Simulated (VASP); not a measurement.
Wanted: the native input for a VASP 6.6.1 run.

* Task: single point
* Functional: PBE
* Dispersion: D3(BJ)
* Potentials or basis: VASP PAW PBE potentials, release 64 (S, Mo_sv)
* Cutoff: 520 eV
* k mesh: 3 × 3 × 1
* Occupations: gaussian, width 0.05 eV
* Spin: no spin polarisation
* Dipole correction: yes
* Further INCAR settings: ALGO = Normal; EDIFF = 1e-07; NBANDS = 64

The structure of MoS2 lies in POSCAR:

```
MoS2
1.0
    6.3058975174      0.0000000000      0.0000000000
   -3.1529487587      5.4610674438      0.0000000000
    0.0000000000      0.0000000000     23.6395323976
S Mo
8 4
Direct
    0.6666666667      0.3333333333      0.3384161694
    0.6666666667      0.8333333333      0.3384161694
    0.1666666667      0.3333333333      0.3384161694
    0.1666666667      0.8333333333      0.3384161694
    0.6675871967      0.3339928968      0.4709705117
    0.6658323159      0.8333613681      0.4710075340
    0.1668067970      0.3325250155      0.4709900842
    0.1665321926      0.8334217499      0.4710072651
    0.3337212039      0.1668378801      0.4047541141
    0.3332142590      0.6664043436      0.4047614694
    0.8333484609      0.1665558978      0.4047238923
    0.8330948154      0.6668988579      0.4047594800
```

One way to write it, as run:

INCAR

```
SYSTEM = MoS2
PREC = Accurate ; ENCUT = 520
EDIFF = 1E-7 ; ISMEAR = 0
SIGMA = 0.05 ; LREAL = .FALSE.
LASPH = .TRUE. ; NELM = 60
ALGO = Normal ; ISIF = 2
LWAVE = .FALSE. ; LCHARG = .FALSE.
LDIPOL = .TRUE. ; IDIPOL = 3
DIPOL = 0.5 0.5 0.405 ; GGA = PE
IVDW = 12 ; NBANDS = 64
```

KPOINTS

```
Automatic mesh
0
G
  3 3 1
  0 0 0
```

Potentials or basis: VASP PAW PBE potentials, release 64 (S, Mo_sv).

Command:

```bash
$ cat potpaw_PBE.64/S/POTCAR potpaw_PBE.64/Mo_sv/POTCAR > POTCAR
$ mpirun -np 1 vasp_std > vasp.out
```

Results of the run:

The largest force is 0.053 eV/Å and the band gap on the k mesh is 1.78 eV. The dispersion energy per atom is -0.320 eV.

Wall time 10 min on 1 thread of Intel(R) Xeon(R) Platinum 8488C (Sapphire Rapids), on a shared host, peak memory 0.86 GiB.
